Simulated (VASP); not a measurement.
Runs of VASP 6.6.1 on AlN. The structure is cubic, space group Fm-3m (No. 225). The conventional cell has a = 4.038 Å, b = 4.038 Å, c = 4.038 Å, α = 90.00°, β = 90.00°, γ = 90.00°. Within 2.7 Å of Al (site symmetry m-3m) lie 6 N at 2.02 Å. N (site symmetry m-3m) has 6 Al at 2.02 Å within 2.7 Å. 

| level | potentials or basis | k mesh | gap on the mesh (eV) | pressure (GPa) |
| --- | --- | --- | --- | --- |
| r2SCAN | VASP PAW PBE potentials, release 64 (Al, N) | 8 × 8 × 8 | 5.53 | -0.8 |
| LDA | VASP PAW LDA potentials, release 64 (Al, N) | 6 × 6 × 6 | 4.50 | -4.7 |
| PBE | VASP PAW PBE potentials, release 64 (Al, N) | 8 × 8 × 8 | (a) | 6.1 |
| PBE | VASP PAW PBE potentials, release 64 (Al, N) | 6 × 6 × 6 | (c) | 6.1 |
| PBEsol | VASP PAW PBE potentials, release 64 (Al, N) | 6 × 6 × 6 | (b) | 1.4 |

Alike in all rows: task single point; no spin polarisation; cell as given; cutoff (eV) 520; smearing gaussian 0.01 eV.

**Question.** Estimate the missing entries.

**Answer.** (a) 4.65; (b) 4.59; (c) 4.64.

Caveats: some runs use coarse meshes; the PAW data sets were made with another functional, which shifts forces and pressure a little (some runs).

A k mesh can miss the band edges.
